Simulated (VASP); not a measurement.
Wanted: the native input for a VASP 6.6.1 run.

```yaml
Task: single point
Functional: LDA
Potentials_or_basis: VASP PAW LDA potentials, release 64 (Ti_sv, Pd)
Cutoff: 520 eV
k_mesh: 11 × 11 × 11
Occupations: fermi-dirac, width 0.05 eV
Spin: no spin polarisation
Dipole_correction: no
Further_INCAR_settings: ALGO = Normal; EDIFF = 1e-07; NBANDS = 29
```

The structure of TiPd3 lies in POSCAR:

```
TiPd3
1.0
    3.8200000000      0.0000000000      0.0000000000
    0.0000000000      3.8200000000      0.0000000000
    0.0000000000      0.0000000000      3.7436000000
Ti Pd
1 3
Direct
    0.0000000000      0.0000000000      0.0000000000
    0.0000000000      0.5000000000      0.5000000000
    0.5000000000      0.0000000000      0.5000000000
    0.5000000000      0.5000000000      0.0000000000
```

This cell differs from its parent crystal: zz strain of -2 %.

The input as run:

INCAR

```
ALGO = Normal
EDIFF = 1E-7
ENCUT = 520
ISIF = 2
ISMEAR = -1
LASPH = T
LCHARG = F
LREAL = F
LWAVE = F
NBANDS = 29
NELM = 100
PREC = Accurate
SIGMA = 0.05
```

KPOINTS

```
k-points
0
Gamma
  11 11 11
```

Potentials or basis: VASP PAW LDA potentials, release 64 (Ti_sv, Pd).

The run is started by

```sh
$ cat potpaw_LDA.64/Ti_sv/POTCAR potpaw_LDA.64/Pd/POTCAR > POTCAR
$ mpirun -np 1 vasp_std > vasp.out
```

Results of the run:

```yaml
Pressure: 7.9 GPa
Band_gap_on_the_k_mesh: zero (band 21 reaches 13.16 eV, above the bottom of band 22 at 11.74 eV)
```

Caveat: the cell differs from its parent crystal (zz strain of -2 %).

It took 2.2 min on 1 thread of Intel(R) Xeon(R) Platinum 8559C (Emerald Rapids), with other jobs on the host, peak memory 0.27 GiB.
